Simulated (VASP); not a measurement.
# SiO2 (I-43m) in VASP: electric field gradients with r2SCAN

Aim: the electric field gradients of SiO2 with r2SCAN.

All numbers are computed with VASP 6.6.1; they aren't measurements. Logs are shortened: lines on timing, memory, paths and dates and some standing lists are left out, and cuts for length are marked.

## (1) The cell of the first run

It takes space group I-43m (No. 217, cubic). The conventional cell has a = 8.917 Å, b = 8.917 Å, c = 8.917 Å, α = 90.00°, β = 90.00°, γ = 90.00°. Within 2.1 Å of Si (site symmetry -4) lie 4 O at 1.61 Å. O (site symmetry m) has 2 Si at 1.61 Å within 2.1 Å.

## (2) Electric field gradients, r2SCAN

The input, POSCAR:

```
SiO2
1.0
   -4.4584913300      4.4584913300      4.4584913300
    4.4584913300     -4.4584913300      4.4584913300
    4.4584913300      4.4584913300     -4.4584913300
Si O
6 12
Direct
    0.5000000000      0.7500000000      0.2500000000
    0.7500000000      0.5000000000      0.2500000000
    0.2500000000      0.7500000000      0.5000000000
    0.2500000000      0.5000000000      0.7500000000
    0.5000000000      0.2500000000      0.7500000000
    0.7500000000      0.2500000000      0.5000000000
    0.6626454000      0.3683574800      0.0000000000
    0.2942879200      0.6316425200      0.6316425200
    0.6626454000      0.0000000000      0.3683574800
    0.3683574800      0.6626454000      0.0000000000
    0.0000000000      0.6626454000      0.3683574800
    0.6316425200      0.2942879200      0.6316425200
    0.6316425200      0.6316425200      0.2942879200
    0.0000000000      0.3683574800      0.6626454000
    0.3683574800      0.0000000000      0.6626454000
    0.3373546000      0.3373546000      0.7057120800
    0.7057120800      0.3373546000      0.3373546000
    0.3373546000      0.7057120800      0.3373546000
```

The input, INCAR.step1:

```
PREC     = Accurate       # precision mode
ENCUT    = 580            # plane-wave cutoff, eV
ISMEAR   = -1             # smearing method
SIGMA    = 0.02           # smearing width, eV
LREAL    = F              # projectors in reciprocal space
LASPH    = T              # aspherical terms in the spheres
NELM     = 120            # most SCF steps
NBANDS   = 63             # bands
GGA      = PE             # functional
ALGO     = Normal         # electronic algorithm
EDIFF    = 1E-5           # SCF threshold, eV
LWAVE    = T              # write WAVECAR
LCHARG   = F              # write CHGCAR
GGA_COMPAT= F
```

The input, INCAR.step2:

```
PREC     = Accurate       # precision mode
ENCUT    = 580            # plane-wave cutoff, eV
EDIFF    = 1E-7           # SCF threshold, eV
ISMEAR   = -1             # smearing method
SIGMA    = 0.02           # smearing width, eV
LREAL    = F              # projectors in reciprocal space
LASPH    = T              # aspherical terms in the spheres
NELM     = 120            # most SCF steps
ALGO     = Normal         # electronic algorithm
ISIF     = 2              # what is computed and relaxed
LWAVE    = F              # write WAVECAR
LCHARG   = F              # write CHGCAR
METAGGA  = R2SCAN         # meta-GGA
LMIXTAU  = T            
LEFG     = T            
NBANDS   = 63             # bands
ISTART   = 1            
GGA_COMPAT= F
```

The input, KPOINTS:

```
regular mesh
0
Gamma
  4 4 4
```

Potentials or basis: VASP PAW PBE potentials, release 64 (Si, O).

Started as:

```bash
$ cat potpaw_PBE.64/Si/POTCAR potpaw_PBE.64/O/POTCAR > POTCAR
$ cp INCAR.step1 INCAR
$ mpirun -np 1 vasp_std > vasp.out
$ cp INCAR.step2 INCAR
$ mpirun -np 1 vasp_std > vasp.out
```

OUTCAR:

```text
PREC = Accurate
   ENCUT = 580
   EDIFF = 1E-7
   ISMEAR = -1
   LREAL = F
   LASPH = T
   NELM = 120
   ISIF = 2
   METAGGA = R2SCAN
   ISTART = 1

 ion  position               nearest neighbor table
   1  0.500  0.750  0.250-  18 1.61  10 1.61  13 1.61   9 1.61
   2  0.750  0.500  0.250-  17 1.61  11 1.61  13 1.61   7 1.61
   3  0.250  0.750  0.500-  15 1.61  18 1.61   8 1.61  11 1.61
   4  0.250  0.500  0.750-   8 1.61  10 1.61  14 1.61  16 1.61
   5  0.500  0.250  0.750-   7 1.61  12 1.61  15 1.61  16 1.61
   6  0.750  0.250  0.500-  14 1.61  17 1.61   9 1.61  12 1.61
   7  0.663  0.368  0.000-   2 1.61   5 1.61
   8  0.294  0.632  0.632-   3 1.61   4 1.61
   9  0.663  0.000  0.368-   1 1.61   6 1.61
  10  0.368  0.663  0.000-   1 1.61   4 1.61
  11  0.000  0.663  0.368-   2 1.61   3 1.61
  12  0.632  0.294  0.632-   5 1.61   6 1.61
  13  0.632  0.632  0.294-   1 1.61   2 1.61
  14  0.000  0.368  0.663-   6 1.61   4 1.61
  15  0.368  0.000  0.663-   3 1.61   5 1.61
  16  0.337  0.337  0.706-   4 1.61   5 1.61
  17  0.706  0.337  0.337-   2 1.61   6 1.61
  18  0.337  0.706  0.337-   1 1.61   3 1.61

  LATTYP: Found a body centered cubic cell.
 ALAT       =     8.9169826600

  Lattice vectors:

 A1 = (  -4.4584913300,   4.4584913300,   4.4584913300)
 A2 = (   4.4584913300,  -4.4584913300,   4.4584913300)
 A3 = (   4.4584913300,   4.4584913300,  -4.4584913300)

Analysis of symmetry for initial positions (statically):
=====================================================================
 Subroutine PRICEL returns:
 Original cell was already a primitive cell.

 Routine SETGRP: Setting up the symmetry group for a
 body centered cubic supercell.

 Subroutine GETGRP returns: Found 24 space group operations
 (whereof 24 operations were pure point group operations)
 out of a pool of 48 trial point group operations.

The static configuration has the point symmetry T_d .

Analysis of symmetry for dynamics (positions and initial velocities):
=====================================================================
 Subroutine PRICEL returns:
[... 682 lines left out ...]
 [bands above 60 left out]

------------------------ aborting loop because EDIFF is reached ----------------------------------------

  FORCE on cell =-STRESS in cart. coord.  units (eV):
  Direction    XX          YY          ZZ          XY          YZ          ZX
  --------------------------------------------------------------------------------------
  -------------------------------------------------------------------------------------
  Total       -0.2286441     -0.2286441     -0.2286441      0.0000000      0.0000000      0.0000000
  in kB       -1.0333483     -1.0333483     -1.0333483      0.0000000      0.0000000      0.0000000
  external PRESSURE =      -1.0333483 kB  Pullay stress =       0.0000000 kB

 VOLUME and BASIS-vectors are now :
 -----------------------------------------------------------------------------
  energy-cutoff  :      580.00
  volume of cell :      354.51
      direct lattice vectors                 reciprocal lattice vectors
    -4.458491330  4.458491330  4.458491330     0.000000000  0.112145558  0.112145558
     4.458491330 -4.458491330  4.458491330     0.112145558  0.000000000  0.112145558
     4.458491330  4.458491330 -4.458491330     0.112145558  0.112145558  0.000000000

 POSITION                                       TOTAL-FORCE (eV/Angst)
 -----------------------------------------------------------------------------------
      2.22925      0.00000      4.45849         0.000000     -0.000000     -0.000000
      0.00000      2.22925      4.45849         0.000000     -0.000000     -0.000000
      4.45849      0.00000      2.22925         0.000000     -0.000000     -0.000000
      4.45849      2.22925      0.00000         0.000000     -0.000000     -0.000000
      2.22925      4.45849      0.00000         0.000000     -0.000000     -0.000000
      0.00000      4.45849      2.22925         0.000000     -0.000000     -0.000000
[... 10 lines left out ...]
     -0.13823      3.14641      3.14641        -0.020055     -0.002606     -0.002606
      3.14641     -0.13823      3.14641        -0.002606     -0.020055     -0.002606
 -----------------------------------------------------------------------------------
    total drift:                               -0.000001     -0.000001     -0.000001

  FREE ENERGIE OF THE ION-ELECTRON SYSTEM (eV)
  ---------------------------------------------------
  free  energy   TOTEN  =      -178.6174331440 eV

  energy  without entropy=     -178.6174331440  energy(sigma->0) =     -178.61743314

 Electric field gradients (V/A^2)
---------------------------------------------------------------------
 ion       V_xx      V_yy      V_zz      V_xy      V_xz      V_yz
---------------------------------------------------------------------
   1      -7.497     3.749     3.749     0.000    -0.000     0.000
   2       3.749    -7.497     3.749     0.000     0.000    -0.000
   3       3.749     3.749    -7.497     0.000    -0.000     0.000
   4       3.749    -7.497     3.749    -0.000     0.000     0.000
   5      -7.497     3.749     3.749    -0.000     0.000     0.000
   6       3.749     3.749    -7.497     0.000     0.000    -0.000
[... 10 lines left out ...]
  17     -48.308    24.154    24.154     2.064     2.064   -67.745
  18      24.154   -48.308    24.154     2.064   -67.745     2.064
---------------------------------------------------------------------

 Electric field gradients after diagonalization (V/A^2)
 (convention: |V_zz| > |V_xx| > |V_yy|)
----------------------------------------------------------------------
 ion       V_xx      V_yy      V_zz     asymmetry (V_yy - V_xx)/ V_zz
----------------------------------------------------------------------
   1       3.749     3.749    -7.497       0.000
   2       3.749     3.749    -7.497       0.000
   3       3.749     3.749    -7.497       0.000
   4       3.749     3.749    -7.497       0.000
   5       3.749     3.749    -7.497       0.000
   6       3.749     3.749    -7.497       0.000
[... 10 lines left out ...]
  17     -49.701   -42.197    91.898       0.082
  18     -49.701   -42.197    91.898       0.082
----------------------------------------------------------------------

           NMR quadrupolar parameters

 Cq : quadrupolar parameter    Cq=e*Q*V_zz/h
 eta: asymmetry parameters     (V_yy - V_xx)/ V_zz
 Q  : nuclear electric quadrupole moment in mb (millibarn)
----------------------------------------------------------------------
 ion       Cq(MHz)       eta       Q (mb)
----------------------------------------------------------------------
   1      -0.018       0.000       1.000
   2      -0.018       0.000       1.000
   3      -0.018       0.000       1.000
   4      -0.018       0.000       1.000
   5      -0.018       0.000       1.000
   6      -0.018       0.000       1.000
[... 10 lines left out ...]
  17       0.222       0.082       1.000
  18       0.222       0.082       1.000
----------------------------------------------------------------------
```

OUTCAR.step1:

```text
PREC = Accurate
   ENCUT = 580
   ISMEAR = -1
   LREAL = F
   LASPH = T
[... 759 lines left out ...]
      2.22925      4.45849      0.00000        -0.000000      0.000000      0.000000
      0.00000      4.45849      2.22925        -0.000000      0.000000      0.000000
[... 10 lines left out ...]
     -0.13823      3.14641      3.14641        -0.100772     -0.139867     -0.139867
      3.14641     -0.13823      3.14641        -0.139867     -0.100772     -0.139867
 -----------------------------------------------------------------------------------
    total drift:                               -0.000001     -0.000001     -0.000001

  FREE ENERGIE OF THE ION-ELECTRON SYSTEM (eV)
  ---------------------------------------------------
  free  energy   TOTEN  =      -142.2849778007 eV

  energy  without entropy=     -142.2849778007  energy(sigma->0) =     -142.28497780
```

Run time: 24 min. Hardware: 1 thread of Intel Xeon Platinum 8259CL at 2.50GHz (Skylake/Cascade Lake), shared host; peak memory 0.71 GiB.

What came out:

```
Free energy                             : -178.6174 eV
Pressure                                : -0.1 GPa
Largest force                           : 0.020 eV/Å
Band gap on the k mesh                  : 6.31 eV
Largest electric field gradient by atom : Si -7.5; O +91.9 V/Å²
```

Forces on the atoms (eV/Å):
```
Si   0.000  0.000  0.000
Si   0.000  0.000  0.000
Si   0.000  0.000  0.000
Si   0.000  0.000  0.000
Si   0.000  0.000  0.000
Si   0.000  0.000  0.000
O   -0.003  0.003  0.020
O   -0.020  0.003  0.003
O   -0.003  0.020  0.003
O    0.003 -0.003  0.020
O    0.020 -0.003  0.003
O    0.003 -0.020  0.003
O    0.003  0.003 -0.020
O    0.020  0.003 -0.003
O    0.003  0.020 -0.003
O   -0.003 -0.003 -0.020
O   -0.020 -0.003 -0.003
O   -0.003 -0.020 -0.003
```

Electric field gradients, principal values (V/Å²):
```
atom    least   middle  greatest (by size)
1 Si    3.749    3.749              -7.497
2 Si    3.749    3.749              -7.497
3 Si    3.749    3.749              -7.497
4 Si    3.749    3.749              -7.497
5 Si    3.749    3.749              -7.497
6 Si    3.749    3.749              -7.497
 7 O  -42.200  -49.701              91.900
 8 O  -42.199  -49.699              91.898
 9 O  -42.200  -49.701              91.900
10 O  -42.200  -49.701              91.900
11 O  -42.200  -49.701              91.900
12 O  -42.199  -49.699              91.898
13 O  -42.199  -49.699              91.898
14 O  -42.200  -49.701              91.900
15 O  -42.200  -49.701              91.900
16 O  -42.197  -49.701              91.898
17 O  -42.197  -49.701              91.898
18 O  -42.197  -49.701              91.898
```

Caveat: without QUAD_EFG the Cq values of the log hold for a quadrupole moment of 1 mb, not for the nuclei; the PAW data sets were made with another functional, which shifts forces and pressure a little. A k mesh can miss the band edges.
